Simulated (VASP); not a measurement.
# MoS2 in VASP: notebook

Aim: see how the results for MoS2 move with the level of theory and the settings. Levels: BLYP, PBEsol, r2SCAN. Tasks: single point.

Program: VASP 6.6.1. These are calculated values, not measurements. Logs are shortened: lines on timing, memory, paths and dates and some standing lists are left out, and cuts for length are marked.

## Step 1: The cell of the first run

The cell holds a slab with vacuum, 3 atoms: a = 3.184 Å, b = 3.184 Å, c = 17.335 Å, α = 90.00°, β = 90.00°, γ = 120.00°.

## Step 2: Single point, BLYP

Contents of INCAR:

```
SYSTEM = MoS2
PREC = Accurate
ENCUT = 500
EDIFF = 1E-6
ISMEAR = 1
SIGMA = 0.15
LREAL = .False.
LASPH = .True.
NELM = 120
ALGO = Normal
ISIF = 2
LWAVE = .False.
LCHARG = .False.
GGA = B5
ALDAX = 1.0
AGGAX = 1.0
AGGAC = 1.0
ALDAC = 0.0
NBANDS = 20
GGA_COMPAT = .False.
```

Contents of KPOINTS:

```
Automatic mesh
0
Gamma
  9 9 1
  0 0 0
```

Contents of POSCAR:

```
MoS2
1.0
    3.1841260000      0.0000000000      0.0000000000
   -1.5920630000      2.7575340000      0.0000000000
    0.0000000000      0.0000000000     17.3346000000
Mo S
1 2
Direct
    0.0000000000      0.0000000000      0.0000000000
    0.3333333333      0.6666666667      0.0894930000
    0.3333333333      0.6666666667      0.9105070000
```

Potentials or basis: VASP PAW PBE potentials, release 64 (Mo_sv, S).

The run is started by

```bash
$ cat potpaw_PBE.64/Mo_sv/POTCAR potpaw_PBE.64/S/POTCAR > POTCAR
$ mpirun -np 1 vasp_std > vasp.out
```

OUTCAR:

```text
SYSTEM = MoS2
   PREC = Accurate
   ENCUT = 500
   EDIFF = 1E-6
   ISMEAR = 1
   LREAL = .False.
   LASPH = .True.
   NELM = 120
   ISIF = 2
   GGA = B5

 ion  position               nearest neighbor table
   1  0.000  0.000  0.000-   2 2.41   3 2.41   2 2.41   3 2.41   2 2.41   3 2.41
   2  0.333  0.667  0.089-   1 2.41   1 2.41   1 2.41
   3  0.333  0.667  0.911-   1 2.41   1 2.41   1 2.41

  LATTYP: Found a hexagonal cell.
 ALAT       =     3.1841260000
 C/A-ratio  =     5.4440684822

  Lattice vectors:

 A1 = (   3.1841260000,   0.0000000000,   0.0000000000)
 A2 = (  -1.5920630000,   2.7575340000,   0.0000000000)
 A3 = (   0.0000000000,   0.0000000000,  17.3346000000)

Analysis of symmetry for initial positions (statically):
=====================================================================
 Subroutine PRICEL returns:
 Original cell was already a primitive cell.

 Routine SETGRP: Setting up the symmetry group for a
 hexagonal supercell.

 Subroutine GETGRP returns: Found 12 space group operations
 (whereof 12 operations were pure point group operations)
 out of a pool of 24 trial point group operations.

The static configuration has the point symmetry D_3h.

Analysis of symmetry for dynamics (positions and initial velocities):
=====================================================================
 Subroutine PRICEL returns:
 Original cell was already a primitive cell.

 Routine SETGRP: Setting up the symmetry group for a
 hexagonal supercell.

 Subroutine GETGRP returns: Found 12 space group operations
 (whereof 12 operations were pure point group operations)
 out of a pool of 24 trial point group operations.

The dynamic configuration has the point symmetry D_3h.

 Subroutine INISYM returns: Found 12 space group operations
 (whereof 12 operations are pure point group operations),
 and found     1 'primitive' translations

----------------------------------------------------------------------------------------

                                     Primitive cell

  volume of cell :     152.2036

  direct lattice vectors                    reciprocal lattice vectors
     3.184126000  0.000000000  0.000000000     0.314057924  0.181321427  0.000000000
    -1.592063000  2.757534000  0.000000000     0.000000000  0.362642854  0.000000000
     0.000000000  0.000000000 17.334600000     0.000000000  0.000000000  0.057688092

  length of vectors
[... 70 lines left out ...]
   NELM   =    120;   NELMIN=  2; NELMDL= -5     # of ELM steps
   EDIFF  = 0.1E-05   stopping-criterion for ELM
   LREAL  =      F    real-space projection
   EDIFFG = 0.1E-04   stopping-criterion for IOM
   NSW    =      0    number of steps for IOM
   IBRION =     -1    ionic relax: 0-MD 1-quasi-New 2-CG
   NFREE  =      0    steps in history (QN), initial steepest desc. (CG)
   ISIF   =      2    stress and relaxation
   ISYM   =      2    0-nonsym 1-usesym 2-fastsym
   POTIM  = 0.5000    time-step for ionic-motion
   TEBEG  =    0.0;   TEEND  =   0.0 temperature during run
   PSTRESS=    0.0 pullay stress
   NELECT =      26.0000    total number of electrons
   NUPDOWN=      -1.0000    fix difference up-down
   EMIN   =  10.00;   EMAX   =-10.00  energy-range for DOS
   EFERMI =   0.00;   METHOD = LEGACY
   ISMEAR =     1;   SIGMA  =   0.15  broadening in eV -4-tet -1-fermi 0-gaus
   EFERMI_NEDOS =   21; number of points for ismear=-14 and -15
   IALGO  =     38    algorithm
   IMIX   =      4    mixing-type and parameters
     AMIX     =   0.40;   BMIX     =  1.00
     AMIX_MAG =   1.60;   BMIX_MAG =  1.00
  volume/ion in A,a.u.               =      50.73       342.37
  Fermi-wavevector in a.u.,A,eV,Ry     =   0.908359  1.716550 11.226391  0.825116
  Thomas-Fermi vector in A             =   2.032276
   LORBIT       =      0    0 simple, 1 ext, 2 COOP (PROOUT), +10 PAW based schemes
   GGA     = B5    functional components
   LHFCALC =     F    Hartree Fock is set to
   AEXX    =    0.0000 exact exchange contribution
   IVDW    =     0    specifies the selected vdW correction
   LEPSILON=     F    determine dielectric tensor
   LRPA    =     F    only Hartree local field effects (RPA)
 non-spin polarized calculation
 Methfessel and Paxton  Order N= 1 SIGMA  =   0.15
  energy-cutoff  :      500.00
  volume of cell :      152.20
 maximum number of plane-waves:      3890
 NGX is ok and might be reduce to    24
   NGX = 11   NGY = 11   NGZ = 63

 number of electron      25.9999998 magnetization

 Free energy of the ion-electron system (eV)
  ---------------------------------------------------
  ext. energy  EPLUGINS =         0.00000000
  ---------------------------------------------------
  free energy    TOTEN  =       -19.32189453 eV

  energy without entropy =      -19.32315433  energy(sigma->0) =      -19.32231446

 E-fermi :  -1.0710     XC(G=0):  -4.1490

 val. band max:       -1.1296282782   @ k =   0.0000   0.0000   0.0000
 cond. band min:       0.4636761167   @ k =   0.3333   0.3333   0.0000
 fundamental gap:      1.5933043949
 Fermi energy:        -1.0710454278

 k-point     1 :       0.0000    0.0000    0.0000
  band No.  band energies     occupation
      1     -61.8686      2.00000
      2     -36.1228      2.00000
      3     -35.9327      2.00000
      4     -35.9327      2.00000
      5     -15.1958      2.00000
      6     -13.8928      2.00000
[... 265 lines left out ...]
     19       6.5493      0.00000
     20       8.4444      0.00000

------------------------ aborting loop because EDIFF is reached ----------------------------------------

  FORCE on cell =-STRESS in cart. coord.  units (eV):
  Direction    XX          YY          ZZ          XY          YZ          ZX
  --------------------------------------------------------------------------------------
  -------------------------------------------------------------------------------------
  Total        2.9529966      2.9529965      2.2165267      0.0000000      0.0000000      0.0000000
  in kB       31.0848358     31.0848357     23.3323567      0.0000000      0.0000000      0.0000000
  external PRESSURE =      28.5006761 kB  Pullay stress =       0.0000000 kB

 VOLUME and BASIS-vectors are now :
 -----------------------------------------------------------------------------
  energy-cutoff  :      500.00
  volume of cell :      152.20
      direct lattice vectors                 reciprocal lattice vectors
     3.184126000  0.000000000  0.000000000     0.314057924  0.181321427  0.000000000
    -1.592063000  2.757534000  0.000000000     0.000000000  0.362642854  0.000000000
     0.000000000  0.000000000 17.334600000     0.000000000  0.000000000  0.057688092

 POSITION                                       TOTAL-FORCE (eV/Angst)
 -----------------------------------------------------------------------------------
      0.00000      0.00000      0.00000         0.000000      0.000000      0.000000
     -0.00000      1.83836      1.55133        -0.000000     -0.000000      0.728158
     -0.00000      1.83836     15.78327        -0.000000     -0.000000     -0.728158
 -----------------------------------------------------------------------------------
    total drift:                                0.000000     -0.000000     -0.000000

  FREE ENERGIE OF THE ION-ELECTRON SYSTEM (eV)
  ---------------------------------------------------
  free  energy   TOTEN  =       -19.3218945266 eV

  energy  without entropy=      -19.3231543329  energy(sigma->0) =      -19.32231446
```

OSZICAR:

```text
N       E                     dE             d eps       ncg     rms          rms(c)
DAV:   1     0.147882540392E+03    0.14788E+03   -0.11906E+04   624   0.104E+03
DAV:   2    -0.113235993792E+02   -0.15921E+03   -0.15617E+03   660   0.245E+02
DAV:   3    -0.208057981396E+02   -0.94822E+01   -0.93883E+01   616   0.523E+01
[... 16 lines left out ...]
DAV:  20    -0.193218907805E+02   -0.83687E-05   -0.51978E-05   492   0.518E-02    0.573E-04
DAV:  21    -0.193218908274E+02   -0.46849E-07   -0.19703E-05   496   0.277E-02    0.509E-04
DAV:  22    -0.193218950388E+02   -0.42114E-05   -0.99418E-06   476   0.195E-02    0.223E-04
DAV:  23    -0.193218936351E+02    0.14037E-05   -0.39220E-06   440   0.132E-02    0.961E-05
DAV:  24    -0.193218945266E+02   -0.89152E-06   -0.80038E-06   472   0.184E-02
   1 F= -.19321895E+02 E0= -.19322314E+02  d E =0.125981E-02
```

stdout:

```text
POSCAR found type information on POSCAR MoS
 POSCAR found :  2 types and       3 ions
 scaLAPACK will be used
 -----------------------------------------------------------------------------
|                                                                             |
|                                                                             |
|     You enforced a specific xc type in the INCAR file but a different       |
|     I HOPE YOU KNOW WHAT YOU ARE DOING!                                     |
|                                                                             |
 -----------------------------------------------------------------------------

 LDA part: xc-table for (Slater(with rela. corr.)+VWN5), standard interpolation
 POSCAR, INCAR and KPOINTS ok, starting setup
 FFT: planning ... GRIDC
 FFT: planning ... GRID_SOFT
 FFT: planning ... GRID
 WAVECAR not read
 entering main loop
```

It took 1.7 min on 1 thread of Intel Xeon 8259CL, shared host; peak memory 0.26 GiB.

Results:

```yaml
Free_energy: -19.3219 eV
Largest_force: 0.728 eV/Å
Band_gap_on_the_k_mesh: 1.59 eV (least direct gap 1.66 eV)
```

Forces on the atoms (eV/Å):
```
Mo   0.000  0.000  0.000
S    0.000  0.000  0.728
S    0.000  0.000 -0.728
```

Caveat: the PAW data sets were made with another functional, which shifts forces and pressure a little.

## Step 3: Single point, PBEsol

Contents of INCAR:

```
ALGO = Normal
EDIFF = 1E-6
ENCUT = 500
GGA = PS
GGA_COMPAT = False
ISIF = 2
ISMEAR = 1
LASPH = True
LCHARG = True
LELF = True
LREAL = False
LVHAR = True
LWAVE = False
NBANDS = 20
NELM = 120
PREC = Accurate
SIGMA = 0.15
```

Contents of KPOINTS:

```
k-points
0
Gamma
  9 9 1
```

POSCAR is that of step 2.

Potentials or basis: VASP PAW PBE potentials, release 64 (Mo_sv, S).

The run is started by

```bash
$ cat potpaw_PBE.64/Mo_sv/POTCAR potpaw_PBE.64/S/POTCAR > POTCAR
$ mpirun -np 1 vasp_std > vasp.out
```

OUTCAR:

```text
EDIFF = 1E-6
   ENCUT = 500
   GGA = PS
   ISIF = 2
   ISMEAR = 1
   LASPH = True
   LREAL = False
   NELM = 120
   PREC = Accurate

 ion  position               nearest neighbor table
   1  0.000  0.000  0.000-   2 2.41   3 2.41   2 2.41   3 2.41   2 2.41   3 2.41
   2  0.333  0.667  0.089-   1 2.41   1 2.41   1 2.41
   3  0.333  0.667  0.911-   1 2.41   1 2.41   1 2.41

  LATTYP: Found a hexagonal cell.
[... 456 lines left out ...]
------------------------ aborting loop because EDIFF is reached ----------------------------------------

  FORCE on cell =-STRESS in cart. coord.  units (eV):
  Direction    XX          YY          ZZ          XY          YZ          ZX
  --------------------------------------------------------------------------------------
  -------------------------------------------------------------------------------------
  Total       -1.4108889     -1.4108888     -0.4793847      0.0000000      0.0000000      0.0000000
  in kB      -14.8517777    -14.8517776     -5.0462625      0.0000000      0.0000000      0.0000000
  external PRESSURE =     -11.5832726 kB  Pullay stress =       0.0000000 kB

 VOLUME and BASIS-vectors are now :
 -----------------------------------------------------------------------------
  energy-cutoff  :      500.00
  volume of cell :      152.20
      direct lattice vectors                 reciprocal lattice vectors
     3.184126000  0.000000000  0.000000000     0.314057924  0.181321427  0.000000000
    -1.592063000  2.757534000  0.000000000     0.000000000  0.362642854  0.000000000
     0.000000000  0.000000000 17.334600000     0.000000000  0.000000000  0.057688092

 POSITION                                       TOTAL-FORCE (eV/Angst)
 -----------------------------------------------------------------------------------
      0.00000      0.00000      0.00000         0.000000      0.000000      0.000000
     -0.00000      1.83836      1.55133        -0.000000     -0.000000     -0.147010
     -0.00000      1.83836     15.78327        -0.000000     -0.000000      0.147010
 -----------------------------------------------------------------------------------
    total drift:                                0.000000     -0.000000     -0.000000

  FREE ENERGIE OF THE ION-ELECTRON SYSTEM (eV)
  ---------------------------------------------------
  free  energy   TOTEN  =       -23.4060355786 eV

  energy  without entropy=      -23.4073046487  energy(sigma->0) =      -23.40645860
```

stdout:

```text
POSCAR found type information on POSCAR MoS
 POSCAR found :  2 types and       3 ions
 scaLAPACK will be used
 -----------------------------------------------------------------------------
|                                                                             |
|                                                                             |
|     You enforced a specific xc type in the INCAR file but a different       |
|     I HOPE YOU KNOW WHAT YOU ARE DOING!                                     |
|                                                                             |
 -----------------------------------------------------------------------------

 LDA part: xc-table for (Slater+PW92), standard interpolation
 POSCAR, INCAR and KPOINTS ok, starting setup
 FFT: planning ... GRIDC
 FFT: planning ... GRID_SOFT
 FFT: planning ... GRID
 WAVECAR not read
 entering main loop
```

It took 93 s on 1 thread of Intel Xeon 8259CL, shared host; peak memory 0.24 GiB.

Results:

| Property | Result |
| --- | --- |
| Free energy | -23.4060 eV |
| Largest force | 0.147 eV/Å |
| Band gap on the k mesh | 1.59 eV (least direct gap 1.66 eV) |

Forces in eV/Å, atoms in the order of the input:
```
Mo   0.000  0.000  0.000
S    0.000  0.000 -0.147
S    0.000  0.000  0.147
```

Levels at points of the mesh, in eV from the valence-band top:
| k point | band 11 | band 12 | band 13 | band 14 | band 15 | band 16 |
| --- | --- | --- | --- | --- | --- | --- |
| (0.00, 0.00, 0.00) | -1.58 | -1.58 | 0.00 | 2.74 | 2.74 | 3.03 |

Caveat: the PAW data sets were made with another functional, which shifts forces and pressure a little.

(Part 1 of 2 ends here.)
